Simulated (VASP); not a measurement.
Wanted: the native input for a VASP 6.6.1 run.

* Task: single point
* Functional: LDA
* Potentials or basis: VASP PAW LDA potentials, release 64 (Mg_sv, O)
* Cutoff: 750 eV
* k mesh: 9 × 9 × 8
* Occupations: gaussian, width 0.05 eV
* Spin: no spin polarisation
* Dipole correction: no
* Mended: yes
* Further INCAR settings: ALGO = Normal; EDIFF = 1e-06; NBANDS = 15

The structure of MgO lies in POSCAR:

```
MgO
1.0
    2.9820912170      0.0000000000      0.0000000000
   -1.4910456085      2.5825667503      0.0000000000
    0.0000000000      0.0000000000      2.6394848000
Mg O
1 1
Direct
    0.0000000000      0.0000000000      0.0000000000
    0.3333333333      0.6666666667      0.5000000000
```

This cell differs from its parent crystal: strain +0.015 along x and y, -0.015 along z.

These files were run (other wordings do the same):

INCAR

```
SYSTEM = MgO
PREC = Accurate
ENCUT = 750
EDIFF = 1E-6
ISMEAR = 0
SIGMA = 0.05
LREAL = .False.
LASPH = .True.
NELM = 120
ALGO = Normal
ISIF = 2
LWAVE = .False.
LCHARG = .False.
NBANDS = 15
GGA_COMPAT = .False.
```

KPOINTS

```
regular mesh
0
Gamma
  9 9 8
  0 0 0
```

Potentials or basis: VASP PAW LDA potentials, release 64 (Mg_sv, O).

Run with:

```sh
$ cat potpaw_LDA.64/Mg_sv/POTCAR potpaw_LDA.64/O/POTCAR > POTCAR
$ mpirun -np 1 vasp_std > vasp.out
```

It gave:

- Pressure: -10.5 GPa
- Band gap on the k mesh: 2.66 eV (least direct gap 3.01 eV)

Caveat: the cell differs from its parent crystal (strain +0.015 along x and y, -0.015 along z); the cell stands under tension; an odd mesh through Γ misses points on the zone boundary, where band edges can lie.

Run time: 9 s on 1 thread of Intel(R) Xeon(R) 6975P-C (Granite Rapids), on a shared host, peak memory 0.15 GiB.
